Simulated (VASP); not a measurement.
A run of VASP 6.6.1 is set up as follows.

POSCAR

```
SiO2
1.0
    0.0000000000      4.6589173595      7.3157762866
    2.3306497751      0.0000000000      7.3157762866
    2.3306497751      4.6589173595      0.0000000000
Si O
4 8
Direct
    0.5627031462      0.5627031462      0.9372968538
    0.3127031462      0.3127031462      0.6872968538
    0.6872968538      0.6872968538      0.3127031462
    0.9372968538      0.9372968538      0.5627031462
    0.6250000000      0.1250000000      0.6250000000
    0.6250000000      0.6250000000      0.1250000000
    0.6250000000      0.6250000000      0.6250000000
    0.1250000000      0.6250000000      0.6250000000
    0.1825503256      0.8174496744      0.1825503256
    0.8174496744      0.1825503256      0.8174496744
    0.4325503256      0.0674496744      0.4325503256
    0.0674496744      0.4325503256      0.0674496744
```

The input INCAR.step1:

```
  ALGO = Normal
  EDIFF = 1E-4
  ENCUT = 520
  GGA = PE
  ISMEAR = 0
  LASPH = T
  LCHARG = F
  LREAL = F
  LWAVE = T
  NBANDS = 44
  NELM = 100
  PREC = Accurate
  SIGMA = 0.02
```

File INCAR.step2:

```
  ALGO = Normal
  EDIFF = 1E-6
  ENCUT = 520
  ISIF = 2
  ISMEAR = 0
  ISTART = 1
  LASPH = T
  LCHARG = F
  LMIXTAU = T
  LREAL = F
  LWAVE = F
  METAGGA = R2SCAN
  NBANDS = 44
  NELM = 100
  PREC = Accurate
  SIGMA = 0.02
```

File KPOINTS:

```
k-points
0
Gamma
  6 6 6
```

Potentials or basis: VASP PAW PBE potentials, release 64 (Si, O).

Run with:

```console
$ cat potpaw_PBE.64/Si/POTCAR potpaw_PBE.64/O/POTCAR > POTCAR
$ cp INCAR.step1 INCAR
$ mpirun -np 1 vasp_std > vasp.out
$ cp INCAR.step2 INCAR
$ mpirun -np 1 vasp_std > vasp.out
```

Task: Predict the largest force.

Result: 0.047 eV/Å.

Task: Estimate the band gap on the k mesh.

Result: 6.54 eV.

Task: Predict the pressure.

Result: 4.3 GPa.

Forces on the atoms (eV/Å):
```
Si   0.000  0.000  0.047
Si   0.000  0.000  0.047
Si   0.000  0.000 -0.047
Si   0.000  0.000 -0.047
O    0.000  0.000  0.000
O    0.000  0.000  0.000
O    0.000  0.000  0.000
O    0.000  0.000  0.000
O    0.000 -0.005  0.000
O    0.000  0.005  0.000
O    0.000 -0.005  0.000
O    0.000  0.005  0.000
```

Caveat: the cell stands under pressure; the PAW data sets were made with another functional, which shifts forces and pressure a little. A k mesh can miss the band edges.
